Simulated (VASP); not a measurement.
# BN (P-3m1) in VASP: single point with PBE+D3(BJ)

Aim: the single point of BN with PBE+D3(BJ).

Program: VASP 6.6.1. These are calculated values, not measurements. Logs are shortened: lines on timing, memory, paths and dates and some standing lists are left out, and cuts for length are marked.

## 1. The cell of the first run

Symmetry: P-3m1, No. 164, trigonal system. Conventional cell: a = 2.506 Å, b = 2.506 Å, c = 13.084 Å, α = 90.00°, β = 90.00°, γ = 120.00°. B (site symmetry 3m) has 3 N at 1.45 Å within 1.9 Å. B (site symmetry 3m) has 3 N at 1.45 Å within 1.9 Å. Within 1.9 Å of N (site symmetry 3m) lie 3 B at 1.45 Å. Within 1.9 Å of N (site symmetry 3m) lie 3 B at 1.45 Å.

## 2. Single point, PBE+D3(BJ)

INCAR

```
PREC = Accurate
ENCUT = 520
EDIFF = 1E-7
ISMEAR = 0
SIGMA = 0.05
LREAL = False
LASPH = True
NELM = 100
ALGO = Normal
ISIF = 2
LWAVE = False
LCHARG = False
GGA = PE
IVDW = 12
NBANDS = 26
```

KPOINTS

```
Automatic mesh
0
Gamma
  10 10 2
```

POSCAR

```
BN
1.0
   -2.5064381127      0.0000000000      0.0000000000
   -1.2532190563     -2.1706390786      0.0000000000
    0.0000000000      0.0000000000     13.0836949040
B N
4 4
Direct
    0.3333333333      0.3333333333      0.8850315699
    0.3333333333      0.3333333333      0.3792992442
    0.6666666667      0.6666666667      0.1264330814
    0.6666666667      0.6666666667      0.6321654071
    0.3333333333      0.3333333333      0.1264330814
    0.3333333333      0.3333333333      0.6321654071
    0.6666666667      0.6666666667      0.8850315699
    0.6666666667      0.6666666667      0.3792992442
```

Potentials or basis: VASP PAW PBE potentials, release 64 (B, N).

Started as:

```
cat potpaw_PBE.64/B/POTCAR potpaw_PBE.64/N/POTCAR > POTCAR
mpirun -np 1 vasp_std > vasp.out
```

OUTCAR:

```text
PREC = Accurate
   ENCUT = 520
   EDIFF = 1E-7
   ISMEAR = 0
   LREAL = False
   LASPH = True
   NELM = 100
   ISIF = 2
   GGA = PE
   IVDW = 12
 IVDW          = 12

 ion  position               nearest neighbor table
   1  0.333  0.333  0.885-   7 1.45   7 1.45   7 1.45
   2  0.333  0.333  0.379-   8 1.45   8 1.45   8 1.45
   3  0.667  0.667  0.126-   5 1.45   5 1.45   5 1.45
   4  0.667  0.667  0.632-   6 1.45   6 1.45   6 1.45
   5  0.333  0.333  0.126-   3 1.45   3 1.45   3 1.45
   6  0.333  0.333  0.632-   4 1.45   4 1.45   4 1.45
   7  0.667  0.667  0.885-   1 1.45   1 1.45   1 1.45
   8  0.667  0.667  0.379-   2 1.45   2 1.45   2 1.45

  LATTYP: Found a hexagonal cell.
 ALAT       =     2.5064381127
 C/A-ratio  =     5.2200350920

  Lattice vectors:

 A1 = (   1.2532190563,   2.1706390786,   0.0000000000)
 A2 = (  -2.5064381127,   0.0000000000,   0.0000000000)
 A3 = (   0.0000000000,   0.0000000000,  13.0836949040)

Analysis of symmetry for initial positions (statically):
=====================================================================
 Subroutine PRICEL returns:
 Original cell was already a primitive cell.

 Routine SETGRP: Setting up the symmetry group for a
 hexagonal supercell.

 Subroutine GETGRP returns: Found 12 space group operations
 (whereof  6 operations were pure point group operations)
 out of a pool of 24 trial point group operations.

The static configuration has the point symmetry C_3v.
 The point group associated with its full space group is D_3d.

Analysis of symmetry for dynamics (positions and initial velocities):
=====================================================================
 Subroutine PRICEL returns:
 Original cell was already a primitive cell.

 Routine SETGRP: Setting up the symmetry group for a
 hexagonal supercell.

 Subroutine GETGRP returns: Found 12 space group operations
 (whereof  6 operations were pure point group operations)
 out of a pool of 24 trial point group operations.

The dynamic configuration has the point symmetry C_3v.
 The point group associated with its full space group is D_3d.

 Subroutine INISYM returns: Found 12 space group operations
 (whereof  6 operations are pure point group operations),
 and found     1 'primitive' translations

----------------------------------------------------------------------------------------

                                     Primitive cell

  volume of cell :      71.1828

  direct lattice vectors                    reciprocal lattice vectors
    -2.506438113  0.000000000  0.000000000    -0.398972548  0.230346908  0.000000000
    -1.253219056 -2.170639079  0.000000000     0.000000000 -0.460693816  0.000000000
     0.000000000  0.000000000 13.083694904     0.000000000  0.000000000  0.076431009

  length of vectors
     2.506438113  2.506438113 13.083694904     0.460693816  0.460693816  0.076431009

  position of ions in fractional coordinates (direct lattice)
     0.333333333  0.333333333  0.885031570
     0.333333333  0.333333333  0.379299244
     0.666666667  0.666666667  0.126433081
     0.666666667  0.666666667  0.632165407
     0.333333333  0.333333333  0.126433081
     0.333333333  0.333333333  0.632165407
     0.666666667  0.666666667  0.885031570
     0.666666667  0.666666667  0.379299244

  ion indices of the primitive-cell ions
   primitive index   ion index
                 1           1
                 2           2
                 3           3
                 4           4
                 5           5
                 6           6
                 7           7
                 8           8

----------------------------------------------------------------------------------------

 KPOINTS: Automatic mesh

Automatic generation of k-mesh.
 Grid dimensions read from file:
 generate k-points for:   10   10    2

 Generating k-lattice:

  Cartesian coordinates                     Fractional coordinates (reciprocal lattice)
    -0.039897255  0.023034691  0.000000000     0.100000000  0.000000000  0.000000000
     0.000000000 -0.046069382  0.000000000     0.000000000  0.100000000  0.000000000
     0.000000000  0.000000000  0.038215504     0.000000000  0.000000000  0.500000000

  Length of vectors
     0.046069382  0.046069382  0.038215504

  Shift w.r.t. Gamma in fractional coordinates (k-lattice)
     0.000000000  0.000000000  0.000000000

 Subroutine IBZKPT returns following result:
 ===========================================

 Found     28 irreducible k-points:

 Following reciprocal coordinates:
            Coordinates               Weight
  0.000000  0.000000  0.000000      1.000000
  0.100000  0.000000  0.000000      6.000000
  0.200000  0.000000  0.000000      6.000000
  0.300000  0.000000  0.000000      6.000000
  0.400000  0.000000  0.000000      6.000000
  0.500000  0.000000  0.000000      3.000000
[... 16 lines left out ...]
  0.400000  0.100000  0.500000     12.000000
  0.500000  0.100000  0.500000     12.000000
 [... further k-points ...]
   k-points           NKPTS =     28   k-points in BZ     NKDIM =     28   number of bands    NBANDS=     26
   number of dos      NEDOS =    301   number of ions     NIONS =      8
   total plane-waves  NPLWV =  39200
   dimension x,y,z NGX =    20 NGY =   20 NGZ =   98
   dimension x,y,z NGXF=    40 NGYF=   40 NGZF=  196
   ions per type =               4   4
   NGX,Y,Z   is equivalent  to a cutoff of  13.27, 13.27, 12.45 a.u.
   NGXF,Y,Z  is equivalent  to a cutoff of  26.53, 26.53, 24.90 a.u.
 SYSTEM =  unknown system
   PREC   = accura    normal or accurate (medium, high low for compatibility)
   ISTART =      0    job   : 0-new  1-cont  2-samecut
   ICHARG =      2    charge: 1-file 2-atom 10-const
   ISPIN  =      1    spin polarized calculation?
   LNONCOLLINEAR =      F non collinear calculations
   LSORBIT =      F    spin-orbit coupling
   LASPH  =      T    aspherical Exc in radial PAW
   ENCUT  =  520.0 eV  38.22 Ry    6.18 a.u.   4.66  4.66 24.33*2*pi/ulx,y,z
   NELM   =    100;   NELMIN=  2; NELMDL= -5     # of ELM steps
   EDIFF  = 0.1E-06   stopping-criterion for ELM
   LREAL  =      F    real-space projection
   EDIFFG = 0.1E-05   stopping-criterion for IOM
   NSW    =      0    number of steps for IOM
   IBRION =     -1    ionic relax: 0-MD 1-quasi-New 2-CG
   NFREE  =      0    steps in history (QN), initial steepest desc. (CG)
   ISIF   =      2    stress and relaxation
   ISYM   =      2    0-nonsym 1-usesym 2-fastsym
   POTIM  = 0.5000    time-step for ionic-motion
   TEBEG  =    0.0;   TEEND  =   0.0 temperature during run
   PSTRESS=    0.0 pullay stress
   NELECT =      32.0000    total number of electrons
   NUPDOWN=      -1.0000    fix difference up-down
   EMIN   =  10.00;   EMAX   =-10.00  energy-range for DOS
   EFERMI =   0.00;   METHOD = LEGACY
   ISMEAR =     0;   SIGMA  =   0.05  broadening in eV -4-tet -1-fermi 0-gaus
   EFERMI_NEDOS =   21; number of points for ismear=-14 and -15
   IALGO  =     38    algorithm
   IMIX   =      4    mixing-type and parameters
     AMIX     =   0.40;   BMIX     =  1.00
     AMIX_MAG =   1.60;   BMIX_MAG =  1.00
  volume/ion in A,a.u.               =       8.90        60.05
  Fermi-wavevector in a.u.,A,eV,Ry     =   1.254103  2.369911 21.398889  1.572774
  Thomas-Fermi vector in A             =   2.387924
   LORBIT       =      0    0 simple, 1 ext, 2 COOP (PROOUT), +10 PAW based schemes
   GGA     = PE    functional components
   LHFCALC =     F    Hartree Fock is set to
   AEXX    =    0.0000 exact exchange contribution
   IVDW    =    12    specifies the selected vdW correction
   LEPSILON=     F    determine dielectric tensor
   LRPA    =     F    only Hartree local field effects (RPA)
 non-spin polarized calculation
 Gauss-broadening in eV      SIGMA  =   0.05
  energy-cutoff  :      520.00
  volume of cell :       71.18
 maximum number of plane-waves:      1941
   NGX =  9   NGY =  9   NGZ = 49

 number of electron      31.9999999 magnetization

 Free energy of the ion-electron system (eV)
  ---------------------------------------------------
  ext. energy  EPLUGINS =         0.00000000
  ---------------------------------------------------
  free energy    TOTEN  =       -70.28312329 eV

  energy without entropy =      -70.28312329  energy(sigma->0) =      -70.28312329

 E-fermi :   2.6948     XC(G=0): -10.1614

 val. band max:        2.4351746193   @ k =  -0.4000   0.3000   0.0000
 cond. band min:       6.6293937682   @ k =   0.5000   0.0000   0.0000
 fundamental gap:      4.1942191489
 Fermi energy:         2.6948463494

 k-point     1 :       0.0000    0.0000    0.0000
  band No.  band energies     occupation
      1     -15.4216      2.00000
      2     -15.2699      2.00000
      3     -15.2423      2.00000
      4     -15.0841      2.00000
      5      -3.8925      2.00000
      6      -2.9336      2.00000
[... 18 lines left out ...]
     25      13.9878      0.00000
     26      14.0343      0.00000

 k-point     2 :       0.1000    0.0000    0.0000
  band No.  band energies     occupation
      1     -15.2260      2.00000
      2     -15.0776      2.00000
      3     -15.0505      2.00000
      4     -14.8960      2.00000
      5      -3.6244      2.00000
      6      -2.6788      2.00000
[... 18 lines left out ...]
     25      14.6697      0.00000
     26      14.7889      0.00000

 k-point     3 :       0.2000    0.0000    0.0000
  band No.  band energies     occupation
      1     -14.6553      2.00000
      2     -14.5167      2.00000
      3     -14.4913      2.00000
      4     -14.3482      2.00000
      5      -2.8350      2.00000
      6      -1.9872      2.00000
[... 572 lines left out ...]
 k-point    23 :       0.4000    0.1000    0.5000
  band No.  band energies     occupation
      1     -13.1251      2.00000
      2     -13.0951      2.00000
      3     -12.9589      2.00000
      4     -12.9457      2.00000
      5      -4.7936      2.00000
      6      -4.7750      2.00000
[... 18 lines left out ...]
     25      14.5444      0.00000
     26      14.6242      0.00000

 k-point    24 :       0.5000    0.1000    0.5000
  band No.  band energies     occupation
      1     -12.2679      2.00000
      2     -12.2476      2.00000
      3     -12.1749      2.00000
      4     -12.1713      2.00000
      5      -6.1897      2.00000
      6      -6.1728      2.00000
[... 18 lines left out ...]
     25      15.1697      0.00000
     26      15.2649      0.00000

 [... further k-points ...]

------------------------ aborting loop because EDIFF is reached ----------------------------------------

 Edisp (eV)   -1.14800

 E8    (eV) :    -0.3368

  FORCE on cell =-STRESS in cart. coord.  units (eV):
  Direction    XX          YY          ZZ          XY          YZ          ZX
  --------------------------------------------------------------------------------------
  -------------------------------------------------------------------------------------
  Total       0.07002     0.07002     0.12141    -0.00000     0.00000     0.00000
  in kB       1.57611     1.57611     2.73279    -0.00000     0.00000     0.00000
  external pressure =        1.96 kB  Pullay stress =        0.00 kB

 VOLUME and BASIS-vectors are now :
 -----------------------------------------------------------------------------
  energy-cutoff  :      520.00
  volume of cell :       71.18
      direct lattice vectors                 reciprocal lattice vectors
    -2.506438113  0.000000000  0.000000000    -0.398972548  0.230346908  0.000000000
    -1.253219056 -2.170639079  0.000000000     0.000000000 -0.460693816  0.000000000
     0.000000000  0.000000000 13.083694904     0.000000000  0.000000000  0.076431009

 POSITION                                       TOTAL-FORCE (eV/Angst)
 -----------------------------------------------------------------------------------
     -1.25322     -0.72355     11.57948        -0.000000      0.000000     -0.020604
     -1.25322     -0.72355      4.96264        -0.000000     -0.000000     -0.000450
     -2.50644     -1.44709      1.65421        -0.000000     -0.000000      0.020604
     -2.50644     -1.44709      8.27106         0.000000      0.000000      0.000450
     -1.25322     -0.72355      1.65421         0.000000     -0.000000      0.042566
     -1.25322     -0.72355      8.27106        -0.000000     -0.000000      0.000323
     -2.50644     -1.44709     11.57948         0.000000      0.000000     -0.042566
     -2.50644     -1.44709      4.96264         0.000000      0.000000     -0.000323
 -----------------------------------------------------------------------------------
    total drift:                               -0.000000     -0.000000      0.000010

  FREE ENERGIE OF THE ION-ELECTRON SYSTEM (eV)
  ---------------------------------------------------
  free  energy   TOTEN  =       -71.4311231910 eV

  energy  without entropy=      -71.4311231910  energy(sigma->0) =      -71.43112319
```

Wall time 76 s (1 thread of Intel Xeon Platinum 8175M at 2.50GHz (Skylake/Cascade Lake), shared host); peak memory 0.2 GiB.

What came out:

```
Free energy                : -71.4311 eV
Pressure                   : 0.2 GPa
Largest force              : 0.043 eV/Å
Band gap on the k mesh     : 4.19 eV
Dispersion energy per atom : -0.143 eV
```

Forces on the atoms (eV/Å):
```
B    0.000  0.000 -0.021
B    0.000  0.000  0.000
B    0.000  0.000  0.021
B    0.000  0.000  0.000
N    0.000  0.000  0.043
N    0.000  0.000  0.000
N    0.000  0.000 -0.043
N    0.000  0.000  0.000
```

Levels at points of the mesh, in eV from the valence-band top:
| k point | band 14 | band 15 | band 16 | band 17 | band 18 | band 19 |
| --- | --- | --- | --- | --- | --- | --- |
| (0.00, 0.00, 0.00) | -1.36 | -1.34 | -1.34 | 5.30 | 7.67 | 7.83 |
| (0.50, 0.00, 0.00) | -1.00 | -0.93 | -0.44 | 4.19 | 4.64 | 4.71 |
| (0.00, 0.00, 0.50) | -1.35 | -1.35 | -1.35 | 5.97 | 6.10 | 9.45 |
| (0.50, 0.00, 0.50) | -1.33 | -0.61 | -0.56 | 4.25 | 4.31 | 5.27 |

A k mesh can miss the band edges.
